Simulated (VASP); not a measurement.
# Cs (Fm-3m) in VASP: further runs, part 2 of 2

VASP 6.6.1. Earlier steps stand in the parts before.

### Step 3. Single point, RPBE (volume scaled by 0.88)

File INCAR:

```
ALGO = Normal
EDIFF = 1E-6
ENCUT = 520
GGA = RP
ISIF = 2
ISMEAR = -1
LASPH = T
LCHARG = F
LREAL = F
LWAVE = F
NBANDS = 10
NELM = 80
PREC = Accurate
SIGMA = 0.1
```

File KPOINTS:

```
k-points
0
Gamma
  8 8 8
```

File POSCAR:

```
Cs
1.0
    0.0000000000      3.8630810877      3.8630810877
    3.8630810877      0.0000000000      3.8630810877
    3.8630810877      3.8630810877      0.0000000000
Cs
1
Direct
    0.0000000000      0.0000000000      0.0000000000
```

Potentials or basis: VASP PAW PBE potentials, release 64 (Cs_sv).

Run with:

```sh
cat potpaw_PBE.64/Cs_sv/POTCAR > POTCAR
mpirun -np 1 vasp_std > vasp.out
```

OUTCAR:

```text
EDIFF = 1E-6
   ENCUT = 520
   GGA = RP
   ISIF = 2
   ISMEAR = -1
   LASPH = T
   LREAL = F
   NELM = 80
   PREC = Accurate

 ion  position               nearest neighbor table
   1  0.000  0.000  0.000-

  LATTYP: Found a face centered cubic cell.
 ALAT       =     7.7261621754

  Lattice vectors:

 A1 = (   0.0000000000,   3.8630810877,   3.8630810877)
 A2 = (   3.8630810877,   0.0000000000,   3.8630810877)
 A3 = (   3.8630810877,   3.8630810877,   0.0000000000)

Analysis of symmetry for initial positions (statically):
=====================================================================
 Subroutine PRICEL returns:
 Original cell was already a primitive cell.

 Routine SETGRP: Setting up the symmetry group for a
 face centered cubic supercell.

 Subroutine GETGRP returns: Found 48 space group operations
 (whereof 48 operations were pure point group operations)
 out of a pool of 48 trial point group operations.

The static configuration has the point symmetry O_h .

Analysis of symmetry for dynamics (positions and initial velocities):
=====================================================================
 Subroutine PRICEL returns:
 Original cell was already a primitive cell.

 Routine SETGRP: Setting up the symmetry group for a
 face centered cubic supercell.

 Subroutine GETGRP returns: Found 48 space group operations
 (whereof 48 operations were pure point group operations)
 out of a pool of 48 trial point group operations.

The dynamic configuration has the point symmetry O_h .

 Subroutine INISYM returns: Found 48 space group operations
 (whereof 48 operations are pure point group operations),
 and found     1 'primitive' translations

----------------------------------------------------------------------------------------

                                     Primitive cell

  volume of cell :     115.3006

[... 109 lines left out ...]
  Thomas-Fermi vector in A             =   1.783582
   LORBIT       =      0    0 simple, 1 ext, 2 COOP (PROOUT), +10 PAW based schemes
   GGA     = RP    functional components
   LHFCALC =     F    Hartree Fock is set to
   AEXX    =    0.0000 exact exchange contribution
   IVDW    =     0    specifies the selected vdW correction
   LEPSILON=     F    determine dielectric tensor
   LRPA    =     F    only Hartree local field effects (RPA)
 non-spin polarized calculation
  energy-cutoff  :      520.00
  volume of cell :      115.30
 maximum number of plane-waves:      3138
 NGX is ok and might be reduce to    42
   NGX = 21   NGY = 21   NGZ = 21

 number of electron       8.9999999 magnetization

 Free energy of the ion-electron system (eV)
  ---------------------------------------------------
  ext. energy  EPLUGINS =         0.00000000
  ---------------------------------------------------
  free energy    TOTEN  =        -0.74431986 eV

  energy without entropy =       -0.70095925  energy(sigma->0) =       -0.72263955

 E-fermi :   0.5763     XC(G=0):  -5.2590

 val. band max:        0.5000360277   @ k =   0.5000   0.2500   0.1250
 cond. band min:       0.5831069373   @ k =   0.5000   0.0000   0.0000
 fundamental gap:      0.0830709097
 Fermi energy:         0.5763305078

 k-point     1 :       0.0000    0.0000    0.0000
  band No.  band energies     occupation
      1     -23.3267      2.00000
      2     -10.0885      2.00000
      3     -10.0885      2.00000
      4     -10.0885      2.00000
      5      -1.0789      2.00000
      6       3.0605      0.00000
      7       3.0605      0.00000
      8       3.0605      0.00000
      9       4.1415      0.00000
     10       4.1415      0.00000
[... 287 lines left out ...]
 k-point    24 :      -0.3750    0.2500    0.1250
  band No.  band energies     occupation
      1     -23.3198      2.00000
      2     -10.2010      2.00000
      3     -10.1403      2.00000
      4     -10.1172      2.00000
      5       1.0276      0.02170
      6       1.2886      0.00161
      7       2.2632      0.00000
      8       3.1812      0.00000
      9       4.2677      0.00000
     10       4.9406      0.00000

 [... further k-points ...]

------------------------ aborting loop because EDIFF is reached ----------------------------------------

  FORCE on cell =-STRESS in cart. coord.  units (eV):
  Direction    XX          YY          ZZ          XY          YZ          ZX
  --------------------------------------------------------------------------------------
  -------------------------------------------------------------------------------------
  Total        0.2043864      0.2043864      0.2043864      0.0000000      0.0000000     -0.0000000
  in kB        2.8400835      2.8400835      2.8400835      0.0000000      0.0000000     -0.0000000
  external PRESSURE =       2.8400835 kB  Pullay stress =       0.0000000 kB

 VOLUME and BASIS-vectors are now :
 -----------------------------------------------------------------------------
  energy-cutoff  :      520.00
  volume of cell :      115.30
      direct lattice vectors                 reciprocal lattice vectors
     0.000000000  3.863081088  3.863081088    -0.129430366  0.129430366  0.129430366
     3.863081088  0.000000000  3.863081088     0.129430366 -0.129430366  0.129430366
     3.863081088  3.863081088  0.000000000     0.129430366  0.129430366 -0.129430366

 POSITION                                       TOTAL-FORCE (eV/Angst)
 -----------------------------------------------------------------------------------
      0.00000      0.00000      0.00000        -0.000000     -0.000000      0.000000
 -----------------------------------------------------------------------------------
    total drift:                               -0.000000     -0.000000     -0.000000

  FREE ENERGIE OF THE ION-ELECTRON SYSTEM (eV)
  ---------------------------------------------------
  free  energy   TOTEN  =        -0.7443198566 eV

  energy  without entropy=       -0.7009592476  energy(sigma->0) =       -0.72263955
```

OSZICAR:

```text
N       E                     dE             d eps       ncg     rms          rms(c)
DAV:   1     0.545849088003E+02    0.54585E+02   -0.29341E+03   580   0.628E+02
DAV:   2     0.470893930233E+01   -0.49876E+02   -0.48613E+02   746   0.108E+02
DAV:   3    -0.664402773866E+00   -0.53733E+01   -0.53671E+01   664   0.418E+01
DAV:   4    -0.737669653889E+00   -0.73267E-01   -0.73250E-01   714   0.591E+00
DAV:   5    -0.738046300332E+00   -0.37665E-03   -0.37664E-03   788   0.406E-01    0.167E-01
DAV:   6    -0.741075798808E+00   -0.30295E-02   -0.18011E-03   684   0.226E-01    0.114E-01
DAV:   7    -0.744213982973E+00   -0.31382E-02   -0.57132E-03   630   0.429E-01    0.353E-02
DAV:   8    -0.744316573781E+00   -0.10259E-03   -0.18918E-04   802   0.892E-02    0.634E-03
DAV:   9    -0.744320008429E+00   -0.34346E-05   -0.75774E-06   744   0.162E-02    0.403E-03
DAV:  10    -0.744319856576E+00    0.15185E-06   -0.29928E-06   690   0.874E-03
   1 F= -.74431986E+00 E0= -.72263955E+00  d E =-.433606E-01
```

stdout:

```text
POSCAR found type information on POSCAR Cs
 POSCAR found :  1 types and       1 ions
 scaLAPACK will be used
 -----------------------------------------------------------------------------
|                                                                             |
|                                                                             |
|     You enforced a specific xc type in the INCAR file but a different       |
|     I HOPE YOU KNOW WHAT YOU ARE DOING!                                     |
|                                                                             |
 -----------------------------------------------------------------------------

 LDA part: xc-table for (Slater+PW92), standard interpolation
 POSCAR, INCAR and KPOINTS ok, starting setup
 FFT: planning ... GRIDC
 FFT: planning ... GRID_SOFT
 FFT: planning ... GRID
 WAVECAR not read
 entering main loop
```

It took 15 s on 1 thread of AMD EPYC 9R45 (Zen 5), shared host; peak memory 0.21 GiB.

What came out:

```yaml
Free_energy: -0.7443 eV
Pressure: 0.3 GPa
```

Caveat: the PAW data sets were made with another functional, which shifts forces and pressure a little; spin-orbit coupling is left out, which moves the levels of the heavy elements.

### Step 4. Single point, RPBE (volume scaled by 0.92)

File INCAR:

```
ALGO = Normal
EDIFF = 1E-6
ENCUT = 520
GGA = RP
ISIF = 2
ISMEAR = -1
LASPH = True
LCHARG = False
LREAL = False
LWAVE = False
NBANDS = 10
NELM = 80
PREC = Accurate
SIGMA = 0.1
```

KPOINTS is that of step 3.

File POSCAR:

```
Cs
1.0
    0.0000000000      3.9207475161      3.9207475161
    3.9207475161      0.0000000000      3.9207475161
    3.9207475161      3.9207475161      0.0000000000
Cs
1
Direct
    0.0000000000      0.0000000000      0.0000000000
```

Run with:

```sh
cat potpaw_PBE.64/Cs_sv/POTCAR > POTCAR
mpirun -np 1 vasp_std > vasp.out
```

Run time: 16 s. Hardware: 1 thread of AMD EPYC 9R45 (Zen 5), shared host; peak memory 0.21 GiB.

It converged, with:

```
Free energy : -0.7519 eV
Pressure    : 0.2 GPa
```

Levels at points of the mesh, in eV from the Fermi level:
```tsv
k point	band 1	band 2	band 3	band 4	band 5	band 6	band 7	band 8	band 9	band 10
(0.00, 0.00, 0.00)	-23.93	-10.69	-10.69	-10.69	-1.61	2.46	2.46	2.46	3.50	3.50
(0.50, 0.00, 0.00)	-23.92	-10.81	-10.71	-10.71	0.02	0.69	2.32	2.32	4.24	4.24
(0.50, 0.50, 0.00)	-23.92	-10.80	-10.73	-10.73	0.30	1.09	1.36	3.90	3.90	4.23
```

Caveat: the PAW data sets were made with another functional, which shifts forces and pressure a little; spin-orbit coupling is left out, which moves the levels of the heavy elements.

### Step 5. Single point, RPBE (volume scaled by 0.96)

File INCAR:

```
SYSTEM = Cs
PREC = Accurate
ENCUT = 520
EDIFF = 1E-7
ISMEAR = -1
SIGMA = 0.1
LREAL = .False.
LASPH = .True.
NELM = 80
ALGO = Normal
ISIF = 2
LWAVE = .False.
LCHARG = .True.
GGA = RP
LELF = .True.
LVHAR = .True.
NBANDS = 10
```

File KPOINTS:

```
regular mesh
0
Gamma
  8 8 8
  0 0 0
```

File POSCAR:

```
Cs
1.0
    0.0000000000      3.9767657633      3.9767657633
    3.9767657633      0.0000000000      3.9767657633
    3.9767657633      3.9767657633      0.0000000000
Cs
1
Direct
    0.0000000000      0.0000000000      0.0000000000
```

Run with:

```sh
cat potpaw_PBE.64/Cs_sv/POTCAR > POTCAR
mpirun -np 1 vasp_std > vasp.out
```

Run time: 21 s. Hardware: 1 thread of AMD EPYC 9R45 (Zen 5), shared host; peak memory 0.21 GiB.

It converged, with:

```
Free energy : -0.7564 eV
Pressure    : 0.1 GPa
```

Levels at points of the mesh, in eV from the Fermi level:
```tsv
k point	band 1	band 2	band 3	band 4	band 5	band 6	band 7	band 8	band 9	band 10
(0.00, 0.00, 0.00)	-23.95	-10.72	-10.72	-10.72	-1.57	2.44	2.44	2.44	3.44	3.44
(0.50, 0.00, 0.00)	-23.95	-10.82	-10.74	-10.74	0.03	0.66	2.30	2.30	4.15	4.15
(0.50, 0.50, 0.00)	-23.94	-10.81	-10.76	-10.76	0.33	1.11	1.30	3.78	3.78	4.05
```

Caveat: the PAW data sets were made with another functional, which shifts forces and pressure a little; spin-orbit coupling is left out, which moves the levels of the heavy elements.

### Step 6. Single point, RPBE

File INCAR:

```
SYSTEM = Cs
  PREC = Accurate
  ENCUT = 520
  EDIFF = 1E-7
  ISMEAR = -1
  SIGMA = 0.1
  LREAL = .FALSE.
  LASPH = .TRUE.
  NELM = 100
  ALGO = Normal
  ISIF = 2
  LWAVE = .FALSE.
  LCHARG = .FALSE.
  GGA = RP
  NBANDS = 10
```

File KPOINTS:

```
regular mesh
0
G
  8 8 8
  0 0 0
```

File POSCAR:

```
Cs
1.0
    0.0000000000      4.0312487769      4.0312487769
    4.0312487769      0.0000000000      4.0312487769
    4.0312487769      4.0312487769      0.0000000000
Cs
1
Direct
    0.0000000000      0.0000000000      0.0000000000
```

Potentials or basis: VASP PAW PBE potentials, release 64 (Cs_sv).

Run with:

```sh
cat potpaw_PBE.64/Cs_sv/POTCAR > POTCAR
mpirun -np 1 vasp_std > vasp.out
```

Run time: 20 s. Hardware: 1 thread of AMD EPYC 9R45 (Zen 5), shared host; peak memory 0.22 GiB.

It converged, with:

| Item | Value |
| --- | --- |
| Free energy | -0.7582 eV |
| Pressure | 0.0 GPa |

Levels at points of the mesh, in eV from the Fermi level:
| k point | band 3 | band 4 | band 5 | band 6 | band 7 | band 8 |
| --- | --- | --- | --- | --- | --- | --- |
| (0.00, 0.00, 0.00) | -10.75 | -10.75 | -1.53 | 2.41 | 2.41 | 2.41 |
| (0.50, 0.00, 0.00) | -10.76 | -10.76 | 0.04 | 0.63 | 2.28 | 2.28 |
| (0.50, 0.50, 0.00) | -10.78 | -10.78 | 0.35 | 1.12 | 1.24 | 3.67 |

Caveat: the PAW data sets were made with another functional, which shifts forces and pressure a little; spin-orbit coupling is left out, which moves the levels of the heavy elements.

### Step 7. The runs side by side

```tsv
cell	k mesh	gap on the mesh (eV)	pressure (GPa)
a = 5.701 Å, angles 60.0°, 1 atom	7 × 7 × 7	none	0.0
a = 5.463 Å, angles 60.0°, 1 atom	8 × 8 × 8	none	0.3
a = 5.545 Å, angles 60.0°, 1 atom	8 × 8 × 8	none	0.2
a = 5.624 Å, angles 60.0°, 1 atom	8 × 8 × 8	none	0.1
a = 5.701 Å, angles 60.0°, 1 atom	8 × 8 × 8	none	0.0
```

Alike in all rows: task single point; level RPBE; potentials or basis VASP PAW PBE potentials, release 64 (Cs_sv); no spin polarisation; cutoff (eV) 520; smearing fermi-dirac 0.1 eV.

Caveats: the PAW data sets were made with another functional, which shifts forces and pressure a little; spin-orbit coupling is left out, which moves the levels of the heavy elements.

Absolute energies hang on the potentials; compare differences alone.
